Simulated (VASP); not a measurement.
Wanted: the native input for a VASP 6.6.1 run.

| Quantity | Value |
| --- | --- |
| Task | single point |
| Functional | PBE |
| Potentials or basis | VASP PAW PBE potentials, release 64 (Cd, Sb, O) |
| Cutoff | 520 eV |
| k mesh | 4 × 4 × 4 |
| Occupations | gaussian, width 0.1 eV |
| Spin | no spin polarisation |
| Dipole correction | no |
| Further INCAR settings | ALGO = Normal; EDIFF = 1e-06; NBANDS = 45 |

The structure of CdSb2O2 lies in POSCAR:

```
CdSb2O2
1.0
    6.9765820700      0.0000000000      0.0000000000
    0.0000000000      6.9765820700      0.0000000000
    0.0000000000      0.0000000000      4.0205128400
Cd Sb O
2 4 4
Direct
    0.0000000000      0.0000000000      0.0000000000
    0.5000000000      0.5000000000      0.0000000000
    0.3790900100      0.8790900100      0.0000000000
    0.1209099900      0.3790900100      0.0000000000
    0.6209099900      0.1209099900      0.0000000000
    0.8790900100      0.6209099900      0.0000000000
    0.1785799900      0.6785799900      0.5000000000
    0.3214200100      0.1785799900      0.5000000000
    0.8214200100      0.3214200100      0.5000000000
    0.6785799900      0.8214200100      0.5000000000
```

These files were run (other wordings do the same):

INCAR

```
PREC = Accurate ; ENCUT = 520
EDIFF = 1E-6 ; ISMEAR = 0
SIGMA = 0.1 ; LREAL = False
LASPH = True ; NELM = 100
ALGO = Normal ; ISIF = 2
LWAVE = False ; LCHARG = True
GGA = PE ; LELF = True
LVHAR = True ; NBANDS = 45
```

KPOINTS

```
regular mesh
0
Gamma
  4 4 4
```

Potentials or basis: VASP PAW PBE potentials, release 64 (Cd, Sb, O).

Command:

```console
$ cat potpaw_PBE.64/Cd/POTCAR potpaw_PBE.64/Sb/POTCAR potpaw_PBE.64/O/POTCAR > POTCAR
$ mpirun -np 1 vasp_std > vasp.out
```

Results of the run:

```json
{"Pressure": "2.5 GPa", "Largest force": "6.261 eV/Å", "Band gap on the k mesh": "zero (band 34 reaches 5.09 eV, above the bottom of band 35 at 4.52 eV)"}
```

Caveat: the k points lie up to 0.39 Å⁻¹ apart; spin-orbit coupling is left out, which moves the levels of the heavy elements; forces of over 1 eV/Å act on the atoms, so gaps and moduli don't describe the material at rest.

It took 2 min on 1 thread of Intel(R) Xeon(R) Platinum 8559C (Emerald Rapids), on a shared host, peak memory 0.35 GiB.
